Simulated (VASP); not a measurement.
# NbAg3 (Pm-3m) in VASP: notebook

Runs on NbAg3. Level: r2SCAN. Tasks: single point, relaxation of cell and atoms.

Everything below comes from runs of VASP 6.6.1. Logs are shortened: lines on timing, memory, paths and dates and some standing lists are left out, and cuts for length are marked.

## 1. The cell of the first run

It takes space group Pm-3m (No. 221, cubic). The conventional cell has a = 4.098 Å, b = 4.098 Å, c = 4.098 Å, α = 90.00°, β = 90.00°, γ = 90.00°. Ag (site symmetry 4/mmm) has 8 Ag at 2.90 Å and 4 Nb at 2.90 Å within 3.8 Å. Nb (site symmetry m-3m) has 12 Ag at 2.90 Å within 3.8 Å.

## 2. Single point, r2SCAN

POSCAR reads:

```
NbAg3
1.0
    4.0982025191      0.0000000000      0.0000000000
    0.0000000000      4.0982025191      0.0000000000
    0.0000000000      0.0000000000      4.0982025191
Ag Nb
3 1
Direct
    0.0000000000      0.5000000000      0.5000000000
    0.5000000000      0.0000000000      0.5000000000
    0.5000000000      0.5000000000      0.0000000000
    0.0000000000      0.0000000000      0.0000000000
```

INCAR.step1 reads:

```
SYSTEM = NbAg3
ALGO = Normal ; EDIFF = 1E-4
ENCUT = 520 ; GGA = PE
ISMEAR = 1 ; LASPH = .True.
LCHARG = .False. ; LREAL = .False.
LWAVE = .True. ; NBANDS = 31
NELM = 100 ; PREC = Accurate
SIGMA = 0.0154
```

INCAR.step2 reads:

```
SYSTEM = NbAg3
ALGO = Normal ; EDIFF = 1E-6
ENCUT = 520 ; ISIF = 2
ISMEAR = 1 ; ISTART = 1
LASPH = .True. ; LCHARG = .True.
LELF = .True. ; LMIXTAU = .True.
LREAL = .False. ; LVHAR = .True.
LWAVE = .False. ; METAGGA = R2SCAN
NBANDS = 31 ; NELM = 100
PREC = Accurate ; SIGMA = 0.0154
```

KPOINTS reads:

```
k-points
0
Gamma
  8 8 8
  0 0 0
```

Potentials or basis: VASP PAW PBE potentials, release 64 (Ag, Nb_sv).

Run with:

```bash
$ cat potpaw_PBE.64/Ag/POTCAR potpaw_PBE.64/Nb_sv/POTCAR > POTCAR
$ cp INCAR.step1 INCAR
$ mpirun -np 1 vasp_std > vasp.out
$ cp INCAR.step2 INCAR
$ mpirun -np 1 vasp_std > vasp.out
```

OUTCAR:

```text
SYSTEM = NbAg3
   EDIFF = 1E-6
   ENCUT = 520
   ISIF = 2
   ISMEAR = 1
   ISTART = 1
   LASPH = .True.
   LREAL = .False.
   METAGGA = R2SCAN
   NELM = 100
   PREC = Accurate

 ion  position               nearest neighbor table
   1  0.000  0.500  0.500-   2 2.90   3 2.90   4 2.90   3 2.90   4 2.90   2 2.90   4 2.90   4 2.90
                             2 2.90   3 2.90   3 2.90   2 2.90
   2  0.500  0.000  0.500-   1 2.90   3 2.90   4 2.90   3 2.90   4 2.90   1 2.90   3 2.90   3 2.90
                             1 2.90   4 2.90   4 2.90   1 2.90
   3  0.500  0.500  0.000-   1 2.90   2 2.90   4 2.90   1 2.90   2 2.90   2 2.90   4 2.90   2 2.90
                             1 2.90   4 2.90   1 2.90   4 2.90
   4  0.000  0.000  0.000-   1 2.90   2 2.90   3 2.90   1 2.90   2 2.90   1 2.90   3 2.90   1 2.90
                             2 2.90   3 2.90   2 2.90   3 2.90

  LATTYP: Found a simple cubic cell.
 ALAT       =     4.0982025191

  Lattice vectors:

 A1 = (   4.0982025191,   0.0000000000,   0.0000000000)
 A2 = (   0.0000000000,   4.0982025191,   0.0000000000)
 A3 = (   0.0000000000,   0.0000000000,   4.0982025191)

Analysis of symmetry for initial positions (statically):
=====================================================================
 Subroutine PRICEL returns:
 Original cell was already a primitive cell.

 Routine SETGRP: Setting up the symmetry group for a
 simple cubic supercell.

 Subroutine GETGRP returns: Found 48 space group operations
 (whereof 48 operations were pure point group operations)
 out of a pool of 48 trial point group operations.

The static configuration has the point symmetry O_h .

Analysis of symmetry for dynamics (positions and initial velocities):
=====================================================================
 Subroutine PRICEL returns:
 Original cell was already a primitive cell.

 Routine SETGRP: Setting up the symmetry group for a
 simple cubic supercell.

 Subroutine GETGRP returns: Found 48 space group operations
 (whereof 48 operations were pure point group operations)
 out of a pool of 48 trial point group operations.

The dynamic configuration has the point symmetry O_h .

 Subroutine INISYM returns: Found 48 space group operations
 (whereof 48 operations are pure point group operations),
 and found     1 'primitive' translations

[... 90 lines left out ...]
   ISTART =      1    job   : 0-new  1-cont  2-samecut
   ICHARG =      0    charge: 1-file 2-atom 10-const
   ISPIN  =      1    spin polarized calculation?
   LNONCOLLINEAR =      F non collinear calculations
   LSORBIT =      F    spin-orbit coupling
   LASPH  =      T    aspherical Exc in radial PAW
   ENCUT  =  520.0 eV  38.22 Ry    6.18 a.u.   7.62  7.62  7.62*2*pi/ulx,y,z
   NELM   =    100;   NELMIN=  2; NELMDL=  0     # of ELM steps
   EDIFF  = 0.1E-05   stopping-criterion for ELM
   LREAL  =      F    real-space projection
   EDIFFG = 0.1E-04   stopping-criterion for IOM
   NSW    =      0    number of steps for IOM
   IBRION =     -1    ionic relax: 0-MD 1-quasi-New 2-CG
   NFREE  =      0    steps in history (QN), initial steepest desc. (CG)
   ISIF   =      2    stress and relaxation
   ISYM   =      2    0-nonsym 1-usesym 2-fastsym
   POTIM  = 0.5000    time-step for ionic-motion
   TEBEG  =    0.0;   TEEND  =   0.0 temperature during run
   PSTRESS=    0.0 pullay stress
   NELECT =      46.0000    total number of electrons
   NUPDOWN=      -1.0000    fix difference up-down
   EMIN   =  10.00;   EMAX   =-10.00  energy-range for DOS
   EFERMI =   0.00;   METHOD = LEGACY
   ISMEAR =     1;   SIGMA  =   0.02  broadening in eV -4-tet -1-fermi 0-gaus
   EFERMI_NEDOS =   21; number of points for ismear=-14 and -15
   IALGO  =     38    algorithm
   IMIX   =      4    mixing-type and parameters
     AMIX     =   0.40;   BMIX     =  1.00
     AMIX_MAG =   1.60;   BMIX_MAG =  1.00
  volume/ion in A,a.u.               =      17.21       116.12
  Fermi-wavevector in a.u.,A,eV,Ry     =   1.431311  2.704786 27.873594  2.048651
  Thomas-Fermi vector in A             =   2.551061
   LORBIT       =      0    0 simple, 1 ext, 2 COOP (PROOUT), +10 PAW based schemes
   METAGGA = R2SCAN    functional components
   LHFCALC =     F    Hartree Fock is set to
   AEXX    =    0.0000 exact exchange contribution
   IVDW    =     0    specifies the selected vdW correction
   LEPSILON=     F    determine dielectric tensor
   LRPA    =     F    only Hartree local field effects (RPA)
 non-spin polarized calculation
 Methfessel and Paxton  Order N= 1 SIGMA  =   0.02
  energy-cutoff  :      520.00
  volume of cell :       68.83
 maximum number of plane-waves:      1871
   NGX = 15   NGY = 15   NGZ = 15

 number of electron      46.0000014 magnetization

 Free energy of the ion-electron system (eV)
  ---------------------------------------------------
  ext. energy  EPLUGINS =         0.00000000
  ---------------------------------------------------
  free energy    TOTEN  =       -86.33750270 eV

  energy without entropy =      -86.33752779  energy(sigma->0) =      -86.33751106

 E-fermi :   9.3096     XC(G=0): -13.3008

 val. band max:        9.2950979668   @ k =   0.3750   0.3750   0.3750
 cond. band min:       9.3135089410   @ k =   0.2500   0.1250   0.1250
 fundamental gap:      0.0184109742
 Fermi energy:         9.3095798838

 k-point     1 :       0.0000    0.0000    0.0000
  band No.  band energies     occupation
      1     -47.9267      2.00000
      2     -23.2453      2.00000
      3     -23.2453      2.00000
      4     -23.2453      2.00000
      5       1.4960      2.00000
      6       2.7135      2.00000
[... 805 lines left out ...]
     30      17.4945      0.00000
     31      18.8256      0.00000

 [... further k-points ...]
[... 5 lines left out ...]
  --------------------------------------------------------------------------------------
  -------------------------------------------------------------------------------------
  Total        2.1638062      2.1638062      2.1638062     -0.0000000     -0.0000000      0.0000000
  in kB       50.3673040     50.3673040     50.3673040     -0.0000000     -0.0000000      0.0000000
  external PRESSURE =      50.3673040 kB  Pullay stress =       0.0000000 kB

 VOLUME and BASIS-vectors are now :
 -----------------------------------------------------------------------------
  energy-cutoff  :      520.00
  volume of cell :       68.83
      direct lattice vectors                 reciprocal lattice vectors
     4.098202519  0.000000000  0.000000000     0.244009415  0.000000000  0.000000000
     0.000000000  4.098202519  0.000000000     0.000000000  0.244009415  0.000000000
     0.000000000  0.000000000  4.098202519     0.000000000  0.000000000  0.244009415

 POSITION                                       TOTAL-FORCE (eV/Angst)
 -----------------------------------------------------------------------------------
      0.00000      2.04910      2.04910         0.000000      0.000000      0.000000
      2.04910      0.00000      2.04910         0.000000      0.000000      0.000000
      2.04910      2.04910      0.00000         0.000000      0.000000      0.000000
      0.00000      0.00000      0.00000         0.000000      0.000000      0.000000
 -----------------------------------------------------------------------------------
    total drift:                                0.000000      0.000000     -0.000000

  FREE ENERGIE OF THE ION-ELECTRON SYSTEM (eV)
  ---------------------------------------------------
  free  energy   TOTEN  =       -86.3375027007 eV

  energy  without entropy=      -86.3375277912  energy(sigma->0) =      -86.33751106
```

OUTCAR.step1:

```text
SYSTEM = NbAg3
   EDIFF = 1E-4
   ENCUT = 520
   GGA = PE
   ISMEAR = 1
[... 1048 lines left out ...]
      0.00000      2.04910      2.04910         0.000000      0.000000      0.000000
      2.04910      0.00000      2.04910         0.000000      0.000000      0.000000
      2.04910      2.04910      0.00000         0.000000      0.000000      0.000000
      0.00000      0.00000      0.00000         0.000000      0.000000      0.000000
 -----------------------------------------------------------------------------------
    total drift:                                0.000000      0.000000     -0.000000

  FREE ENERGIE OF THE ION-ELECTRON SYSTEM (eV)
  ---------------------------------------------------
  free  energy   TOTEN  =       -15.9529750388 eV

  energy  without entropy=      -15.9531341464  energy(sigma->0) =      -15.95302807
```

It took 4.1 min on 1 thread of Intel Xeon Platinum 8375C at 2.90GHz (Ice Lake), shared host; peak memory 0.21 GiB.

Results:

```
Free energy            : -86.3375 eV
Pressure               : 5.0 GPa
Band gap on the k mesh : zero (band 23 reaches 11.33 eV, above the bottom of band 24 at 9.21 eV)
```

Caveat: the PAW data sets were made with another functional, which shifts forces and pressure a little.

## 3. Relaxation of cell and atoms, r2SCAN, target pressure 5 GPa, at which the enthalpy is minimised

This run uses another cell than the first one, of 14.67 Å³/atom, 0.853 times its volume.

POSCAR reads:

```
NbAg3
1.0
    3.8860602900      0.0000000000      0.0000000000
    0.0000000000      3.8860602900      0.0000000000
    0.0000000000      0.0000000000      3.8860602900
Ag Nb
3 1
Direct
    0.0000000000      0.5000000000      0.5000000000
    0.5000000000      0.0000000000      0.5000000000
    0.5000000000      0.5000000000      0.0000000000
    0.0000000000      0.0000000000      0.0000000000
```

INCAR.step1 reads:

```
SYSTEM = NbAg3
PREC = Accurate
ENCUT = 600
ISMEAR = 1
SIGMA = 0.0154
LREAL = .FALSE.
LASPH = .TRUE.
NELM = 100
GGA = PE
ALGO = Normal
EDIFF = 1E-4
LWAVE = .TRUE.
LCHARG = .FALSE.
```

INCAR.step2 reads:

```
SYSTEM = NbAg3
PREC = Accurate
ENCUT = 600
EDIFF = 1E-6
ISMEAR = 1
SIGMA = 0.0154
LREAL = .FALSE.
LASPH = .TRUE.
NELM = 100
ALGO = Normal
ISIF = 3
LWAVE = .FALSE.
LCHARG = .FALSE.
METAGGA = R2SCAN
LMIXTAU = .TRUE.
IBRION = 2
NSW = 80
EDIFFG = -0.01
PSTRESS = 50.0
ISTART = 1
```

KPOINTS reads:

```
regular mesh
0
G
  8 8 8
  0 0 0
```

Potentials or basis: VASP PAW PBE potentials, release 64 (Ag, Nb_sv).

Run with:

```bash
$ cat potpaw_PBE.64/Ag/POTCAR potpaw_PBE.64/Nb_sv/POTCAR > POTCAR
$ cp INCAR.step1 INCAR
$ mpirun -np 1 vasp_std > vasp.out
$ cp INCAR.step2 INCAR
$ mpirun -np 1 vasp_std > vasp.out
```

It took 11 min on 1 thread of Intel Xeon Platinum 8375C at 2.90GHz (Ice Lake), shared host; peak memory 0.23 GiB.

Results (log left out):

```yaml
Free_energy: -86.3295 eV
Relaxed_volume: 17.21 Å³/atom
Relaxed_cell: a = 4.099 Å, b = 4.099 Å, c = 4.099 Å, α = 90.00°, β = 90.00°, γ = 90.00°
Space_group_after_relaxing_to_0.05_Å: Pm-3m (No. 221)
Energy_change_on_relaxing_the_enthalpy_is_what_falls: -317.4 meV/atom
Ionic_steps: 5
Pressure_after_relaxing: 5.0 GPa
Band_gap_on_the_k_mesh: zero (band 23 reaches 11.32 eV, above the bottom of band 24 at 9.21 eV)
```

The path:
| step | energy change (eV) | largest force (eV/Å) | pressure (GPa) | volume (Å³) |
| --- | --- | --- | --- | --- |
| 1 | 0.0000 | 0.0000 | 40.30 | 58.69 |
| 2 | -0.1311 | 0.0000 | -15.42 | 90.65 |
| 3 | -1.2930 | 0.0000 | 3.08 | 69.79 |
| 4 | -1.2762 | 0.0000 | 4.54 | 69.08 |
| 5 | -1.2698 | 0.0000 | 4.97 | 68.86 |

Final structure:
```xyz
4
Lattice="4.0987 0.0000 0.0000 0.0000 4.0987 0.0000 0.0000 0.0000 4.0987" Properties=species:S:1:pos:R:3 pbc="T T T"
Ag    0.0000    2.0494    2.0494
Ag    2.0494    0.0000    2.0494
Ag    2.0494    2.0494    0.0000
Nb    0.0000    0.0000    0.0000
```

Levels at points of the mesh, in eV from the Fermi level:
```tsv
k point	band 19	band 20	band 21	band 22	band 23	band 24	band 25	band 26	band 27
(0.00, 0.00, 0.00)	-3.03	-3.03	0.54	0.54	2.02	2.02	2.09	2.09	2.09
(0.50, 0.00, 0.00)	-3.85	-3.70	-3.03	-0.30	-0.30	0.02	1.17	1.88	6.80
(0.50, 0.50, 0.00)	-4.03	-3.99	-2.55	-0.45	-0.45	0.16	0.16	1.12	2.95
(0.50, 0.50, 0.50)	-3.27	-0.18	-0.17	-0.17	-0.17	0.01	0.01	0.01	1.82
```

Caveat: the cell is relaxed towards a set pressure, so the enthalpy falls and the energy may rise; the volume moved by over 15 % at a fixed basis, so the end points are rough; the PAW data sets were made with another functional, which shifts forces and pressure a little.
